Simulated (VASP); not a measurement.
# C (Pmma) in VASP: further runs

Runs on C. Level: PBEsol+D3(BJ). Tasks: single point.

Everything below comes from runs of VASP 6.6.1. Logs are shortened: lines on timing, memory, paths and dates and some standing lists are left out, and cuts for length are marked.

### 1 The cell of the first run

Symmetry: Pmma, No. 51, orthorhombic system. Conventional cell: a = 2.458 Å, b = 3.529 Å, c = 4.257 Å, α = 90.00°, β = 90.00°, γ = 90.00°. Within 1.8 Å of C (site symmetry mm2) lie 3 C at 1.33 to 1.51 Å. Within 1.9 Å of C (site symmetry mm2) lie 3 C at 1.43 to 1.51 Å.

### 2 Single point, PBEsol+D3(BJ) (atoms displaced along a vibrational mode)

INCAR reads:

```
SYSTEM = C
PREC     = Accurate       ! precision mode
ENCUT    = 600            ! plane-wave cutoff, eV
EDIFF    = 1E-6           ! SCF threshold, eV
ISMEAR   = 0              ! smearing method
SIGMA    = 0.15           ! smearing width, eV
LREAL    = .FALSE.        ! projectors in reciprocal space
LASPH    = .TRUE.         ! aspherical terms in the spheres
NELM     = 120            ! most SCF steps
ALGO     = Normal         ! electronic algorithm
ISIF     = 2              ! what is computed and relaxed
LWAVE    = .FALSE.        ! write WAVECAR
LCHARG   = .TRUE.         ! write CHGCAR
GGA      = PS             ! functional
IVDW     = 12             ! dispersion correction
LELF     = .TRUE.         ! ELF
LVHAR    = .TRUE.       
NBANDS   = 16             ! bands
GGA_COMPAT= .FALSE.
```

KPOINTS reads:

```
regular mesh
0
G
  18 12 10
  0 0 0
```

POSCAR reads:

```
C
1.0
   -2.4576582504      0.0000000000      0.0000000000
    0.0000000000      0.0000000000     -3.5294825081
    0.0000000000     -4.2567889574      0.0000000000
C
4
Direct
    0.5000000000      0.0000000000      0.1913331468
    0.0000000000      0.0000000000      0.6631428838
    0.0000000000      0.0000000000      0.3086668532
    0.5000000000      0.0000000000      0.8368571162
```

Potentials or basis: VASP PAW PBE potentials, release 64 (C).

On the command line:

```console
$ cat potpaw_PBE.64/C/POTCAR > POTCAR
$ mpirun -np 1 vasp_std > vasp.out
```

OUTCAR:

```text
SYSTEM = C
   PREC = Accurate
   ENCUT = 600
   EDIFF = 1E-6
   ISMEAR = 0
   LREAL = .FALSE.
   LASPH = .TRUE.
   NELM = 120
   ISIF = 2
   GGA = PS
   IVDW = 12
 IVDW          = 12

 ion  position               nearest neighbor table
   1  0.500  0.000  0.191-   3 1.33   3 1.33   4 1.51
   2  0.000  0.000  0.663-   4 1.43   4 1.43   3 1.51
   3  0.000  0.000  0.309-   1 1.33   1 1.33   2 1.51
   4  0.500  0.000  0.837-   2 1.43   2 1.43   1 1.51

  LATTYP: Found a simple orthorhombic cell.
 ALAT       =     2.4576582504
 B/A-ratio  =     1.4361160701
 C/A-ratio  =     1.7320508076

  Lattice vectors:

 A1 = (  -2.4576582504,   0.0000000000,   0.0000000000)
 A2 = (   0.0000000000,   0.0000000000,  -3.5294825081)
 A3 = (   0.0000000000,  -4.2567889574,   0.0000000000)

Analysis of symmetry for initial positions (statically):
=====================================================================
 Subroutine PRICEL returns:
 Original cell was already a primitive cell.

 Routine SETGRP: Setting up the symmetry group for a
 simple orthorhombic supercell.

 Subroutine GETGRP returns: Found  8 space group operations
 (whereof  4 operations were pure point group operations)
 out of a pool of  8 trial point group operations.

The static configuration has the point symmetry C_2v.
 The point group associated with its full space group is D_2h.

Analysis of symmetry for dynamics (positions and initial velocities):
=====================================================================
 Subroutine PRICEL returns:
 Original cell was already a primitive cell.

 Routine SETGRP: Setting up the symmetry group for a
 simple orthorhombic supercell.

 Subroutine GETGRP returns: Found  8 space group operations
 (whereof  4 operations were pure point group operations)
 out of a pool of  8 trial point group operations.

The dynamic configuration has the point symmetry C_2v.
 The point group associated with its full space group is D_2h.

 Subroutine INISYM returns: Found  8 space group operations
 (whereof  4 operations are pure point group operations),
 and found     1 'primitive' translations

----------------------------------------------------------------------------------------

                                     Primitive cell

  volume of cell :      36.9245

  direct lattice vectors                    reciprocal lattice vectors
    -2.457658250  0.000000000  0.000000000    -0.406891397  0.000000000  0.000000000
     0.000000000  0.000000000 -3.529482508     0.000000000  0.000000000 -0.283327654
     0.000000000 -4.256788957  0.000000000     0.000000000 -0.234918858  0.000000000

  length of vectors
     2.457658250  3.529482508  4.256788957     0.406891397  0.283327654  0.234918858

  position of ions in fractional coordinates (direct lattice)
     0.500000000  0.000000000  0.191333147
     0.000000000  0.000000000  0.663142884
     0.000000000  0.000000000  0.308666853
     0.500000000  0.000000000  0.836857116

  ion indices of the primitive-cell ions
   primitive index   ion index
                 1           1
                 2           2
                 3           3
                 4           4

----------------------------------------------------------------------------------------

 KPOINTS: regular mesh

Automatic generation of k-mesh.
 Grid dimensions read from file:
 generate k-points for:   18   12   10

 Generating k-lattice:

  Cartesian coordinates                     Fractional coordinates (reciprocal lattice)
    -0.022605078  0.000000000  0.000000000     0.055555556  0.000000000  0.000000000
     0.000000000  0.000000000 -0.023610638     0.000000000  0.083333333  0.000000000
     0.000000000 -0.023491886  0.000000000     0.000000000  0.000000000  0.100000000

  Length of vectors
     0.022605078  0.023610638  0.023491886

  Shift w.r.t. Gamma in fractional coordinates (k-lattice)
     0.000000000  0.000000000  0.000000000

 Subroutine IBZKPT returns following result:
 ===========================================

 Found    420 irreducible k-points:

 Following reciprocal coordinates:
            Coordinates               Weight
  0.000000  0.000000  0.000000      1.000000
  0.055556  0.000000  0.000000      2.000000
  0.111111  0.000000  0.000000      2.000000
  0.166667  0.000000  0.000000      2.000000
  0.222222  0.000000  0.000000      2.000000
  0.277778  0.000000  0.000000      2.000000
[... 16 lines left out ...]
  0.111111  0.166667  0.000000      4.000000
  0.166667  0.166667  0.000000      4.000000
 [... further k-points ...]
   k-points           NKPTS =    420   k-points in BZ     NKDIM =    420   number of bands    NBANDS=     16
   number of dos      NEDOS =    301   number of ions     NIONS =      4
   total plane-waves  NPLWV =  20160
   dimension x,y,z NGX =    20 NGY =   28 NGZ =   36
   dimension x,y,z NGXF=    40 NGYF=   56 NGZF=   72
   ions per type =               4
[... 39 lines left out ...]
   AEXX    =    0.0000 exact exchange contribution
   IVDW    =    12    specifies the selected vdW correction
   LEPSILON=     F    determine dielectric tensor
   LRPA    =     F    only Hartree local field effects (RPA)
 non-spin polarized calculation
 Gauss-broadening in eV      SIGMA  =   0.15
  energy-cutoff  :      600.00
  volume of cell :       36.92
 maximum number of plane-waves:      1256
 NGX is ok and might be reduce to    20
   NGX =  9   NGY = 15   NGZ = 17

 number of electron      16.0000002 magnetization

 Free energy of the ion-electron system (eV)
  ---------------------------------------------------
  ext. energy  EPLUGINS =         0.00000000
  ---------------------------------------------------
  free energy    TOTEN  =       -37.57560515 eV

  energy without entropy =      -37.57441036  energy(sigma->0) =      -37.57500776

 E-fermi :   4.2175     XC(G=0): -10.1924

 val. band max:        4.1736791789   @ k =   0.3889   0.4167   0.0000
 cond. band min:       4.2304552171   @ k =   0.3333   0.0000   0.0000
 fundamental gap:      0.0567760381
 Fermi energy:         4.2175308027

 k-point     1 :       0.0000    0.0000    0.0000
  band No.  band energies     occupation
      1     -15.4925      2.00000
      2     -10.2562      2.00000
      3      -8.4950      2.00000
      4      -3.5218      2.00000
      5      -2.7672      2.00000
      6       0.5781      2.00000
[... 8 lines left out ...]
     15      15.3009      0.00000
     16      16.0655      0.00000

 k-point     2 :       0.0556    0.0000    0.0000
  band No.  band energies     occupation
      1     -15.4385      2.00000
      2     -10.2111      2.00000
      3      -8.4419      2.00000
      4      -3.7191      2.00000
      5      -2.7004      2.00000
      6       0.3567      2.00000
[... 8 lines left out ...]
     15      15.3717      0.00000
     16      15.8338      0.00000

 k-point     3 :       0.1111    0.0000    0.0000
  band No.  band energies     occupation
      1     -15.2767      2.00000
      2     -10.0763      2.00000
      3      -8.2847      2.00000
      4      -4.2678      2.00000
      5      -2.5004      2.00000
      6      -0.2416      2.00000
[... 8 lines left out ...]
     15      15.1811      0.00000
     16      15.5825      0.00000

 k-point     4 :       0.1667    0.0000    0.0000
  band No.  band energies     occupation
      1     -15.0080      2.00000
      2      -9.8516      2.00000
      3      -8.0310      2.00000
      4      -5.0642      2.00000
      5      -2.1687      2.00000
      6      -1.0800      2.00000
[... 8 lines left out ...]
     15      15.3422      0.00000
     16      15.9264      0.00000
[... 324 lines left out ...]
 k-point    22 :       0.0556    0.1667    0.0000
  band No.  band energies     occupation
      1     -15.3896      2.00000
      2     -10.1745      2.00000
      3      -8.4104      2.00000
      4      -3.7118      2.00000
      5      -3.1335      2.00000
      6       0.3634      2.00000
[... 8 lines left out ...]
     15      15.9309      0.00000
     16      15.9335      0.00000

 k-point    23 :       0.1111    0.1667    0.0000
  band No.  band energies     occupation
      1     -15.2284      2.00000
      2     -10.0400      2.00000
      3      -8.2533      2.00000
      4      -4.2582      2.00000
      5      -2.9313      2.00000
      6      -0.2330      2.00000
[... 8 lines left out ...]
     15      15.8878      0.00000
     16      16.0398      0.00000

 k-point    24 :       0.1667    0.1667    0.0000
  band No.  band energies     occupation
      1     -14.9606      2.00000
      2      -9.8163      2.00000
      3      -7.9998      2.00000
      4      -5.0515      2.00000
      5      -2.5958      2.00000
      6      -1.0693      2.00000
[... 8 lines left out ...]
     15      15.8067      0.00000
     16      16.1994      0.00000

 [... further k-points ...]

------------------------ aborting loop because EDIFF is reached ----------------------------------------

 Edisp (eV)   -0.41287

 E8    (eV) :    -0.2006

  FORCE on cell =-STRESS in cart. coord.  units (eV):
  Direction    XX          YY          ZZ          XY          YZ          ZX
  --------------------------------------------------------------------------------------
  -------------------------------------------------------------------------------------
  Total       5.18462    -1.20918    -0.06801     0.00000     0.00000     0.00000
  in kB     224.96403   -52.46705    -2.95094     0.00000     0.00000     0.00000
  external pressure =       56.52 kB  Pullay stress =        0.00 kB

 VOLUME and BASIS-vectors are now :
 -----------------------------------------------------------------------------
  energy-cutoff  :      600.00
  volume of cell :       36.92
      direct lattice vectors                 reciprocal lattice vectors
    -2.457658250  0.000000000  0.000000000    -0.406891397  0.000000000  0.000000000
     0.000000000  0.000000000 -3.529482508     0.000000000  0.000000000 -0.283327654
     0.000000000 -4.256788957  0.000000000     0.000000000 -0.234918858  0.000000000

 POSITION                                       TOTAL-FORCE (eV/Angst)
 -----------------------------------------------------------------------------------
     -1.22883     -0.81446      0.00000         0.000000      9.043216      0.000000
      0.00000     -2.82286      0.00000         0.000000     -0.426802      0.000000
      0.00000     -1.31393      0.00000         0.000000     -9.043216      0.000000
     -1.22883     -3.56232      0.00000         0.000000      0.426802      0.000000
 -----------------------------------------------------------------------------------
    total drift:                               -0.000000     -0.000000     -0.000000

  FREE ENERGIE OF THE ION-ELECTRON SYSTEM (eV)
  ---------------------------------------------------
  free  energy   TOTEN  =       -37.9884713616 eV

  energy  without entropy=      -37.9872765721  energy(sigma->0) =      -37.98787397
```

It took 5.4 min on 1 thread of Intel Xeon 8259CL, shared host; peak memory 0.33 GiB.

What came out:

* Free energy: -37.9885 eV
* Pressure: 5.7 GPa
* Largest force: 9.043 eV/Å
* Band gap on the k mesh: zero (bands 8 and 9 overlap by 0.25 eV)
* Dispersion energy per atom: -0.103 eV

Forces on the atoms (eV/Å):
```
C    0.000  9.043  0.000
C    0.000 -0.427  0.000
C    0.000 -9.043  0.000
C    0.000  0.427  0.000
```

Levels at points of the mesh, in eV from the Fermi level:
| k point | band 5 | band 6 | band 7 | band 8 | band 9 | band 10 | band 11 | band 12 |
| --- | --- | --- | --- | --- | --- | --- | --- | --- |
| (0.00, 0.00, 0.00) | -6.98 | -3.64 | -2.34 | -1.40 | 3.48 | 3.68 | 6.07 | 7.68 |
| (0.50, 0.00, 0.00) | -8.31 | -8.31 | -1.92 | -1.92 | 2.82 | 2.82 | 9.08 | 9.08 |
| (0.00, 0.50, 0.00) | -7.71 | -3.62 | -3.39 | -1.37 | 1.87 | 6.20 | 7.90 | 9.18 |
| (0.50, 0.50, 0.00) | -8.23 | -8.23 | -3.19 | -3.19 | 1.95 | 1.95 | 10.60 | 10.60 |
| (0.00, 0.00, 0.50) | -5.97 | -5.86 | -4.74 | -4.43 | 5.41 | 5.56 | 7.02 | 7.39 |
| (0.50, 0.00, 0.50) | -5.91 | -5.91 | -1.54 | -1.54 | 1.91 | 1.91 | 6.83 | 6.83 |
| (0.00, 0.50, 0.50) | -7.20 | -6.26 | -5.88 | -4.39 | 6.48 | 7.04 | 8.16 | 8.32 |
| (0.50, 0.50, 0.50) | -5.87 | -5.87 | -2.66 | -2.66 | 0.56 | 0.56 | 7.11 | 7.11 |

Caveat: the cell differs from its parent crystal (atoms displaced along a vibrational mode); the cell stands under pressure; the PAW data sets were made with another functional, which shifts forces and pressure a little.

### 3 Single point, PBEsol+D3(BJ) (atoms displaced along a vibrational mode)

INCAR reads:

```
ALGO = Normal ; EDIFF = 1E-6
ENCUT = 600 ; GGA = PS
GGA_COMPAT = F ; ISIF = 2
ISMEAR = 0 ; IVDW = 12
LASPH = T ; LCHARG = F
LREAL = F ; LWAVE = F
NBANDS = 16 ; NELM = 120
PREC = Accurate ; SIGMA = 0.15
```

KPOINTS reads:

```
k-points
0
Gamma
  18 12 10
```

POSCAR reads:

```
C
1.0
   -2.4576582504      0.0000000000      0.0000000000
    0.0000000000      0.0000000000     -3.5294825081
    0.0000000000     -4.2567889574      0.0000000000
C
4
Direct
    0.5000000000      0.0000000000      0.1772380153
    0.0000000000      0.0000000000      0.6560953181
    0.0000000000      0.0000000000      0.3227619847
    0.5000000000      0.0000000000      0.8439046819
```

Potentials or basis: VASP PAW PBE potentials, release 64 (C).

On the command line:

```console
$ cat potpaw_PBE.64/C/POTCAR > POTCAR
$ mpirun -np 1 vasp_std > vasp.out
```

Wall time 4.5 min (1 thread of Intel Xeon 8259CL, shared host); peak memory 0.33 GiB.

It converged, with:

- Free energy: -38.6556 eV
- Pressure: 1.7 GPa
- Largest force: 3.631 eV/Å
- Band gap on the k mesh: zero (bands 8 and 9 overlap by 0.98 eV)
- Dispersion energy per atom: -0.104 eV

Forces in eV/Å, atoms in the order of the input:
```
C    0.000  3.631  0.000
C    0.000 -3.487  0.000
C    0.000 -3.631  0.000
C    0.000  3.487  0.000
```

Stress tensor (GPa, compression positive):
```
 5.10  0.00  0.00
 0.00  0.28  0.00
 0.00  0.00 -0.31
```

Levels at points of the mesh, in eV from the Fermi level:
```
           k point  band 6  band 7  band 8  band 9  band 10  band 11
(0.00, 0.00, 0.00)   -2.91   -2.67   -1.77    2.37     3.65     7.00
(0.50, 0.00, 0.00)   -9.03   -2.16   -2.16    3.31     3.31     9.11
(0.00, 0.50, 0.00)   -2.89   -2.88   -2.65    0.95     7.23     8.28
(0.50, 0.50, 0.00)   -8.95   -3.39   -3.39    2.41     2.41    10.17
(0.00, 0.00, 0.50)   -5.64   -4.78   -3.97    5.40     5.59     7.14
(0.50, 0.00, 0.50)   -6.37   -1.85   -1.85    2.40     2.40     7.12
(0.00, 0.50, 0.50)   -6.30   -6.13   -3.93    6.38     7.54     7.66
(0.50, 0.50, 0.50)   -6.34   -2.93   -2.93    0.98     0.98     7.41
```

Caveat: the cell differs from its parent crystal (atoms displaced along a vibrational mode); the PAW data sets were made with another functional, which shifts forces and pressure a little.

### 4 Single point, PBEsol+D3(BJ) (atoms displaced along a vibrational mode)

INCAR reads:

```
ALGO = Normal ; EDIFF = 1E-6
ENCUT = 600 ; GGA = PS
GGA_COMPAT = False ; ISIF = 2
ISMEAR = 0 ; IVDW = 12
LASPH = True ; LCHARG = False
LREAL = False ; LWAVE = False
NBANDS = 16 ; NELM = 120
PREC = Accurate ; SIGMA = 0.15
```

KPOINTS is that of step 3.

POSCAR reads:

```
C
1.0
   -2.4576582504      0.0000000000      0.0000000000
    0.0000000000      0.0000000000     -3.5294825081
    0.0000000000     -4.2567889574      0.0000000000
C
4
Direct
    0.5000000000      0.0000000000      0.1842855810
    0.0000000000      0.0000000000      0.6560953181
    0.0000000000      0.0000000000      0.3157144190
    0.5000000000      0.0000000000      0.8439046819
```

On the command line:

```console
$ cat potpaw_PBE.64/C/POTCAR > POTCAR
$ mpirun -np 1 vasp_std > vasp.out
```

It took 5.3 min on 1 thread of Intel Xeon 8259CL, shared host; peak memory 0.33 GiB.

Results (log left out):

* Free energy: -38.3528 eV
* Pressure: 3.1 GPa
* Largest force: 6.426 eV/Å
* Band gap on the k mesh: zero (bands 8 and 9 overlap by 0.69 eV)
* Dispersion energy per atom: -0.103 eV

Forces in eV/Å, atoms in the order of the input:
```
C    0.000  6.426  0.000
C    0.000 -3.095  0.000
C    0.000 -6.426  0.000
C    0.000  3.095  0.000
```

Stress tensor (GPa, compression positive):
```
12.51  0.00  0.00
 0.00 -3.05  0.00
 0.00  0.00 -0.28
```

Levels at points of the mesh, in eV from the Fermi level:
| k point | band 4 | band 5 | band 6 | band 7 | band 8 | band 9 | band 10 | band 11 | band 12 | band 13 |
| --- | --- | --- | --- | --- | --- | --- | --- | --- | --- | --- |
| (0.00, 0.00, 0.00) | -7.28 | -7.00 | -2.87 | -2.39 | -1.96 | 2.71 | 3.64 | 6.61 | 8.36 | 8.68 |
| (0.50, 0.00, 0.00) | -10.57 | -8.81 | -8.81 | -2.10 | -2.10 | 3.12 | 3.12 | 9.09 | 9.09 | 11.28 |
| (0.00, 0.50, 0.00) | -8.52 | -7.25 | -3.06 | -2.85 | -2.37 | 1.23 | 6.81 | 8.54 | 8.75 | 9.18 |
| (0.50, 0.50, 0.00) | -10.47 | -8.73 | -8.73 | -3.34 | -3.34 | 2.24 | 2.24 | 10.29 | 10.29 | 11.96 |
| (0.00, 0.00, 0.50) | -6.83 | -6.48 | -5.82 | -4.68 | -3.89 | 5.36 | 5.58 | 7.07 | 7.23 | 8.51 |
| (0.50, 0.00, 0.50) | -13.09 | -6.22 | -6.22 | -1.77 | -1.77 | 2.22 | 2.22 | 6.98 | 6.98 | 10.69 |
| (0.00, 0.50, 0.50) | -7.19 | -6.80 | -6.40 | -6.22 | -3.86 | 6.27 | 7.32 | 7.87 | 8.69 | 10.53 |
| (0.50, 0.50, 0.50) | -12.95 | -6.19 | -6.19 | -2.86 | -2.86 | 0.82 | 0.82 | 7.27 | 7.27 | 13.00 |

Caveat: the cell differs from its parent crystal (atoms displaced along a vibrational mode); the cell stands under pressure; the PAW data sets were made with another functional, which shifts forces and pressure a little.

### 5 The runs side by side

| cell | gap on the mesh (eV) | pressure (GPa) | largest force (eV/Å) |
| --- | --- | --- | --- |
| as given, atomic positions A | none | 5.7 | 9.04 |
| as given, atomic positions B | none | 1.7 | 3.63 |
| as given, atomic positions C | none | 3.1 | 6.43 |

Alike in all rows: task single point; level PBEsol+D3(BJ); potentials or basis VASP PAW PBE potentials, release 64 (C); no spin polarisation; k mesh 18 × 12 × 10; cutoff (eV) 600; smearing gaussian 0.15 eV.

Caveats: the PAW data sets were made with another functional, which shifts forces and pressure a little; the cell stands under pressure (at least some runs).

Total energies depend on the potentials used, so only differences within one code and one set of settings carry meaning.
